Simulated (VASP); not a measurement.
Si, 2 atoms in the cell. Symmetry: P6_3/mmc, No. 194, hexagonal system. The conventional cell has a = 2.599 Å, b = 2.599 Å, c = 4.394 Å, α = 90.00°, β = 90.00°, γ = 120.00°. Si (site symmetry -6m2) has 12 Si at 2.60 to 2.66 Å within 3.4 Å. This isn't the form of Si at room conditions, which is diamond. This cell differs from its parent crystal: strain -0.025 along x and y, -0.025 along z.

```yaml
Program: VASP 6.6.1
Task: single point
Functional: LDA
Potentials_or_basis: VASP PAW LDA potentials, release 64 (Si)
Cutoff: 520 eV
k_mesh: 24 × 24 × 10
Occupations: gaussian, width 0.15 eV
Spin: no spin polarisation
Dipole_correction: no
Further_INCAR_settings: ALGO = Normal; EDIFF = 1e-07; NBANDS = 11
```

Potentials or basis: VASP PAW LDA potentials, release 64 (Si).

Run with:

```sh
$ cat potpaw_LDA.64/Si/POTCAR > POTCAR
$ mpirun -np 1 vasp_std > vasp.out
```

Hardware: 1 thread of Intel(R) Xeon(R) 6975P-C (Granite Rapids), on a shared host.

How long does it take, and how much memory?

Run time: 27 s on 1 thread of Intel(R) Xeon(R) 6975P-C (Granite Rapids) (shared host), peak memory 0.18 GiB. Counts: scf iterations 11, k points 366.
